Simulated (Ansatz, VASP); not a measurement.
# One calculation of Mg2Sn, two programs

INCAR

```
  PREC = Accurate
  ENCUT = 600
  EDIFF = 1E-6
  ISMEAR = -1
  SIGMA = 0.02
  LREAL = F
  LASPH = T
  NELM = 120
  ALGO = Normal
  ISIF = 2
  LWAVE = F
  LCHARG = F
  GGA = PE
  NBANDS = 16
  GGA_COMPAT = F
```

Contents of KPOINTS:

```
Automatic mesh
0
Gamma
  6 6 6
```

File POSCAR:

```
Mg2Sn
1.0
    0.0000000000      3.3377551805      3.3377551805
    3.3377551805      0.0000000000      3.3377551805
    3.3377551805      3.3377551805      0.0000000000
Sn Mg
1 2
Direct
    0.0000000000      0.0000000000      0.0000000000
    0.2500000000      0.2500000000      0.2500000000
    0.7500000000      0.7500000000      0.7500000000
```

Input for Ansatz:

```yaml
crystal:
  lattice:
    - [0.0, 3.3377551805, 3.3377551805]
    - [3.3377551805, 0.0, 3.3377551805]
    - [3.3377551805, 3.3377551805, 0.0]
  atoms:
    - { symbol: Sn, position: [0.0, 0.0, 0.0] }
    - { symbol: Mg, position: [0.25, 0.25, 0.25] }
    - { symbol: Mg, position: [0.75, 0.75, 0.75] }
kpoints:
  mp_grid: { grid: [6, 6, 6] }
hamiltonian:
  xc: pbe
scf:
  occupations: { method: fermi_dirac, width: 0.02 }
  n_extra_bands: 4
output:
  forces: true
  stress: true
  eigenvalues: true
```

Alike in both runs: task single point; functional PBE; k mesh 6 × 6 × 6; occupations fermi-dirac, width 0.02 eV; no spin polarisation.

|  | VASP | Ansatz |
| --- | --- | --- |
| version | VASP 6.6.1 | Ansatz 0.2.0 |
| potentials or method | VASP PAW PBE potentials, release 64 (Sn_d, Mg) | plane waves, PAW |
| plane-wave cutoff (eV) | 600 | 420 |
| valence electrons in the cell | 18 | 34 |

```csv
,VASP,Ansatz,Ansatz less VASP
pressure (GPa),2.9,2.9,0.00
```

VASP's potentials hold 18 valence electrons a cell and Ansatz's 34, so a difference there can come from the potentials and not from the codes.
